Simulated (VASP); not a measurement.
# HF in VASP: single point with PBE+D3(BJ)

Aim: the single point of HF with PBE+D3(BJ).

Program: VASP 6.6.1. These are calculated values, not measurements. Logs are shortened: lines on timing, memory, paths and dates and some standing lists are left out, and cuts for length are marked.

### 1 The cell of the first run

The cell holds a disordered packing, 12 atoms: a = 5.887 Å, b = 5.887 Å, c = 5.887 Å, α = 90.00°, β = 90.00°, γ = 90.00°.

### 2 Single point, PBE+D3(BJ)

The input, INCAR:

```
PREC = Accurate ; ENCUT = 1010
EDIFF = 1E-6 ; ISMEAR = -1
SIGMA = 0.02 ; LREAL = False
LASPH = True ; NELM = 120
ALGO = Normal ; ISIF = 2
LWAVE = False ; LCHARG = True
GGA = PE ; IVDW = 12
LELF = True ; LVHAR = True
NBANDS = 36 ; GGA_COMPAT = False
```

The input, KPOINTS:

```
Automatic mesh
0
Gamma
  1 1 1
```

The input, POSCAR:

```
HF
1.0
    5.8867650000      0.0000000000      0.0000000000
    0.0000000000      5.8867650000      0.0000000000
    0.0000000000      0.0000000000      5.8867650000
F H
6 6
Direct
    0.3203627119      0.4218106209      0.8370301855
    0.8627488952      0.7736167488      0.6396722139
    0.6680069614      0.3213649602      1.0365795135
    0.6964776070      0.6655438089      0.2541633648
    0.3438051290      0.1387179546      0.3497336823
    0.2575778038      0.8080159476      0.7552195476
    0.3100004841      0.5922777621      0.8033954133
    0.8195502963      0.7107808788      0.4923417191
    0.5197421674      0.3363477224      0.9536477165
    0.6968003649      0.5161918303      0.1767014651
    0.4666569839      0.0408373699      0.3190037313
    0.1005136098      0.8032595152      0.7096257452
```

Potentials or basis: VASP PAW PBE potentials, release 64 (F_h, H_h).

Launch:

```console
$ cat potpaw_PBE.64/F_h/POTCAR potpaw_PBE.64/H_h/POTCAR > POTCAR
$ mpirun -np 1 vasp_gam > vasp.out
```

OUTCAR:

```text
PREC = Accurate
   ENCUT = 1010
   EDIFF = 1E-6
   ISMEAR = -1
   LREAL = False
   LASPH = True
   NELM = 120
   ISIF = 2
   GGA = PE
   IVDW = 12
 IVDW          = 12

 ion  position               nearest neighbor table
   1  0.320  0.422  0.837-   7 1.02
   2  0.863  0.774  0.640-   8 0.98
   3  0.668  0.321  0.037-   9 1.00
   4  0.696  0.666  0.254-  10 0.99
   5  0.344  0.139  0.350-  11 0.94
   6  0.258  0.808  0.755-  12 0.96
   7  0.310  0.592  0.803-   1 1.02
   8  0.820  0.711  0.492-   2 0.98
   9  0.520  0.336  0.954-   3 1.00
  10  0.697  0.516  0.177-   4 0.99
  11  0.467  0.041  0.319-   5 0.94
  12  0.101  0.803  0.710-   6 0.96

  LATTYP: Found a simple cubic cell.
 ALAT       =     5.8867650000

  Lattice vectors:

 A1 = (   5.8867650000,   0.0000000000,   0.0000000000)
 A2 = (   0.0000000000,   5.8867650000,   0.0000000000)
 A3 = (   0.0000000000,   0.0000000000,   5.8867650000)

Analysis of symmetry for initial positions (statically):
=====================================================================
 Subroutine PRICEL returns:
 Original cell was already a primitive cell.

 Routine SETGRP: Setting up the symmetry group for a
 simple cubic supercell.

 Subroutine GETGRP returns: Found  1 space group operations
 (whereof  1 operations were pure point group operations)
 out of a pool of 48 trial point group operations.

The static configuration has the point symmetry C_1 .

Analysis of symmetry for dynamics (positions and initial velocities):
=====================================================================
 Subroutine PRICEL returns:
 Original cell was already a primitive cell.

 Routine SETGRP: Setting up the symmetry group for a
 simple cubic supercell.

 Subroutine GETGRP returns: Found  1 space group operations
 (whereof  1 operations were pure point group operations)
 out of a pool of 48 trial point group operations.

The dynamic configuration has the point symmetry C_1 .

 Subroutine INISYM returns: Found  1 space group operations
 (whereof  1 operations are pure point group operations),
 and found     1 'primitive' translations

----------------------------------------------------------------------------------------

                                     Primitive cell

  volume of cell :     204.0000

  direct lattice vectors                    reciprocal lattice vectors
     5.886765000  0.000000000  0.000000000     0.169872587  0.000000000  0.000000000
     0.000000000  5.886765000  0.000000000     0.000000000  0.169872587  0.000000000
     0.000000000  0.000000000  5.886765000     0.000000000  0.000000000  0.169872587

  length of vectors
     5.886765000  5.886765000  5.886765000     0.169872587  0.169872587  0.169872587

  position of ions in fractional coordinates (direct lattice)
     0.320362712  0.421810621  0.837030185
     0.862748895  0.773616749  0.639672214
     0.668006961  0.321364960  0.036579514
     0.696477607  0.665543809  0.254163365
     0.343805129  0.138717955  0.349733682
     0.257577804  0.808015948  0.755219548
     0.310000484  0.592277762  0.803395413
     0.819550296  0.710780879  0.492341719
     0.519742167  0.336347722  0.953647717
     0.696800365  0.516191830  0.176701465
     0.466656984  0.040837370  0.319003731
     0.100513610  0.803259515  0.709625745

  ion indices of the primitive-cell ions
   primitive index   ion index
                 1           1
                 2           2
                 3           3
                 4           4
                 5           5
                 6           6
                 7           7
                 8           8
                 9           9
                10          10
                11          11
                12          12

----------------------------------------------------------------------------------------

 KPOINTS: Automatic mesh

Automatic generation of k-mesh.
 Grid dimensions read from file:
 generate k-points for:    1    1    1

 Generating k-lattice:

  Cartesian coordinates                     Fractional coordinates (reciprocal lattice)
     0.169872587  0.000000000  0.000000000     1.000000000  0.000000000  0.000000000
     0.000000000  0.169872587  0.000000000     0.000000000  1.000000000  0.000000000
     0.000000000  0.000000000  0.169872587     0.000000000  0.000000000  1.000000000

  Length of vectors
     0.169872587  0.169872587  0.169872587

  Shift w.r.t. Gamma in fractional coordinates (k-lattice)
     0.000000000  0.000000000  0.000000000

 Subroutine IBZKPT returns following result:
 ===========================================

 Found      1 irreducible k-points:

 Following reciprocal coordinates:
            Coordinates               Weight
  0.000000  0.000000  0.000000      1.000000
   k-points           NKPTS =      1   k-points in BZ     NKDIM =      1   number of bands    NBANDS=     36
   number of dos      NEDOS =    301   number of ions     NIONS =     12
   total plane-waves  NPLWV = 262144
   dimension x,y,z NGX =    64 NGY =   64 NGZ =   64
   dimension x,y,z NGXF=   128 NGYF=  128 NGZF=  128
   ions per type =               6   6
   NGX,Y,Z   is equivalent  to a cutoff of  18.07, 18.07, 18.07 a.u.
   NGXF,Y,Z  is equivalent  to a cutoff of  36.15, 36.15, 36.15 a.u.
 SYSTEM =  unknown system
   PREC   = accura    normal or accurate (medium, high low for compatibility)
   ISTART =      0    job   : 0-new  1-cont  2-samecut
   ICHARG =      2    charge: 1-file 2-atom 10-const
   ISPIN  =      1    spin polarized calculation?
   LNONCOLLINEAR =      F non collinear calculations
   LSORBIT =      F    spin-orbit coupling
   LASPH  =      T    aspherical Exc in radial PAW
   ENCUT  = 1010.0 eV  74.23 Ry    8.62 a.u.  15.25 15.25 15.25*2*pi/ulx,y,z
   NELM   =    120;   NELMIN=  2; NELMDL= -5     # of ELM steps
   EDIFF  = 0.1E-05   stopping-criterion for ELM
   LREAL  =      F    real-space projection
   EDIFFG = 0.1E-04   stopping-criterion for IOM
   NSW    =      0    number of steps for IOM
   IBRION =     -1    ionic relax: 0-MD 1-quasi-New 2-CG
   NFREE  =      0    steps in history (QN), initial steepest desc. (CG)
   ISIF   =      2    stress and relaxation
   ISYM   =      2    0-nonsym 1-usesym 2-fastsym
   POTIM  = 0.5000    time-step for ionic-motion
   TEBEG  =    0.0;   TEEND  =   0.0 temperature during run
   PSTRESS=    0.0 pullay stress
   NELECT =      48.0000    total number of electrons
   NUPDOWN=      -1.0000    fix difference up-down
   EMIN   =  10.00;   EMAX   =-10.00  energy-range for DOS
   EFERMI =   0.00;   METHOD = LEGACY
   ISMEAR =    -1;   SIGMA  =   0.02  broadening in eV -4-tet -1-fermi 0-gaus
   EFERMI_NEDOS =   21; number of points for ismear=-14 and -15
   IALGO  =     38    algorithm
   IMIX   =      4    mixing-type and parameters
     AMIX     =   0.40;   BMIX     =  1.00
     AMIX_MAG =   1.60;   BMIX_MAG =  1.00
  volume/ion in A,a.u.               =      17.00       114.72
  Fermi-wavevector in a.u.,A,eV,Ry     =   1.010676  1.909900 13.897884  1.021466
  Thomas-Fermi vector in A             =   2.143679
   LORBIT       =      0    0 simple, 1 ext, 2 COOP (PROOUT), +10 PAW based schemes
   GGA     = PE    functional components
   LHFCALC =     F    Hartree Fock is set to
   AEXX    =    0.0000 exact exchange contribution
   IVDW    =    12    specifies the selected vdW correction
   LEPSILON=     F    determine dielectric tensor
   LRPA    =     F    only Hartree local field effects (RPA)
 non-spin polarized calculation
  energy-cutoff  :     1010.00
  volume of cell :      204.00
 maximum number of plane-waves:      7398
 NGX is ok and might be reduce to    64
   NGX = 31   NGY = 31   NGZ = 31

 number of electron      48.0000005 magnetization

 Free energy of the ion-electron system (eV)
  ---------------------------------------------------
  ext. energy  EPLUGINS =         0.00000000
  ---------------------------------------------------
  free energy    TOTEN  =       -49.58785584 eV

  energy without entropy =      -49.58785584  energy(sigma->0) =      -49.58785584

 E-fermi :  -6.2018     XC(G=0):  -5.5635

 val. band max:       -6.7048428352   @ k =   0.0000   0.0000   0.0000
 cond. band min:       0.2431250089   @ k =   0.0000   0.0000   0.0000
 fundamental gap:      6.9479678441
 Fermi energy:        -6.2018204101

 k-point     1 :       0.0000    0.0000    0.0000
  band No.  band energies     occupation
      1     -28.8202      2.00000
      2     -28.1621      2.00000
      3     -28.0281      2.00000
      4     -27.3574      2.00000
      5     -27.1511      2.00000
      6     -26.9432      2.00000
      7     -13.0396      2.00000
      8     -12.5115      2.00000
      9     -11.3367      2.00000
     10     -11.2303      2.00000
     11     -10.5767      2.00000
     12     -10.2726      2.00000
     13      -8.2872      2.00000
     14      -8.1484      2.00000
     15      -8.0757      2.00000
     16      -7.9136      2.00000
     17      -7.8593      2.00000
     18      -7.7804      2.00000
     19      -7.7093      2.00000
     20      -7.4328      2.00000
     21      -7.2781      2.00000
     22      -7.1508      2.00000
     23      -6.7834      2.00000
     24      -6.7048      2.00000
     25       0.2431      0.00000
     26       3.8284      0.00000
     27       4.5328      0.00000
     28       4.5703      0.00000
     29       4.8994      0.00000
     30       5.0846      0.00000
     31       5.3845      0.00000
     32       6.9531      0.00000
     33       7.2471      0.00000
     34       7.6456      0.00000
     35       7.7859      0.00000
     36       8.0238      0.00000

------------------------ aborting loop because EDIFF is reached ----------------------------------------

 Edisp (eV)   -0.21244

 E8    (eV) :    -0.0415

  FORCE on cell =-STRESS in cart. coord.  units (eV):
  Direction    XX          YY          ZZ          XY          YZ          ZX
  --------------------------------------------------------------------------------------
  -------------------------------------------------------------------------------------
  Total       0.24315    -0.13897    -0.58788     0.10767    -0.27524    -0.19905
  in kB       1.90963    -1.09141    -4.61711     0.84563    -2.16166    -1.56327
  external pressure =       -1.27 kB  Pullay stress =        0.00 kB

 VOLUME and BASIS-vectors are now :
 -----------------------------------------------------------------------------
  energy-cutoff  :     1010.00
  volume of cell :      204.00
      direct lattice vectors                 reciprocal lattice vectors
     5.886765000  0.000000000  0.000000000     0.169872587  0.000000000  0.000000000
     0.000000000  5.886765000  0.000000000     0.000000000  0.169872587  0.000000000
     0.000000000  0.000000000  5.886765000     0.000000000  0.000000000  0.169872587

 POSITION                                       TOTAL-FORCE (eV/Angst)
 -----------------------------------------------------------------------------------
      1.88590      2.48310      4.92740         0.198877      0.322790     -0.011341
      5.07880      4.55410      3.76560        -0.194772     -0.186045     -0.371844
      3.93240      1.89180      0.21533        -0.239773     -0.275897     -0.217499
      4.10000      3.91790      1.49620         0.234976      0.160404      0.500058
      2.02390      0.81660      2.05880         0.293680     -0.316342     -0.055026
      1.51630      4.75660      4.44580         0.636382      0.335319      0.195758
      1.82490      3.48660      4.72940         0.017299     -0.941849      0.226204
      4.82450      4.18420      2.89830        -0.064326      0.171154      0.039297
      3.05960      1.98000      5.61390         0.245566      0.411970      0.125200
      4.10190      3.03870      1.04020        -0.158253      0.033925     -0.136440
      2.74710      0.24040      1.87790        -0.318385      0.235443      0.043620
      0.59170      4.72860      4.17740        -0.651271      0.049127     -0.337987
 -----------------------------------------------------------------------------------
    total drift:                               -0.002875     -0.001337      0.002489

  FREE ENERGIE OF THE ION-ELECTRON SYSTEM (eV)
  ---------------------------------------------------
  free  energy   TOTEN  =       -49.8002913597 eV

  energy  without entropy=      -49.8002913597  energy(sigma->0) =      -49.80029136
```

It took 28 s on 1 thread of Intel Xeon 6975P-C (Granite Rapids), shared host; peak memory 0.53 GiB.

What came out:

- Free energy: -49.8003 eV
- Pressure: -0.1 GPa
- Largest force: 0.969 eV/Å
- Dispersion energy per atom: -0.018 eV

Forces in eV/Å, atoms in the order of the input:
```
F    0.199  0.323 -0.011
F   -0.195 -0.186 -0.372
F   -0.240 -0.276 -0.217
F    0.235  0.160  0.500
F    0.294 -0.316 -0.055
F    0.636  0.335  0.196
H    0.017 -0.942  0.226
H   -0.064  0.171  0.039
H    0.246  0.412  0.125
H   -0.158  0.034 -0.136
H   -0.318  0.235  0.044
H   -0.651  0.049 -0.338
```

Stress tensor (GPa, compression positive):
```
 0.19  0.08 -0.16
 0.08 -0.11 -0.22
-0.16 -0.22 -0.46
```

Levels at points of the mesh, in eV from the Fermi level:
```csv
k point,band 21,band 22,band 23,band 24,band 25,band 26,band 27,band 28
"(0.00, 0.00, 0.00)",-1.08,-0.95,-0.58,-0.50,6.44,10.03,10.73,10.77
```

Caveat: the k points lie up to 1.07 Å⁻¹ apart, too coarse for converged energies, forces and pressures.
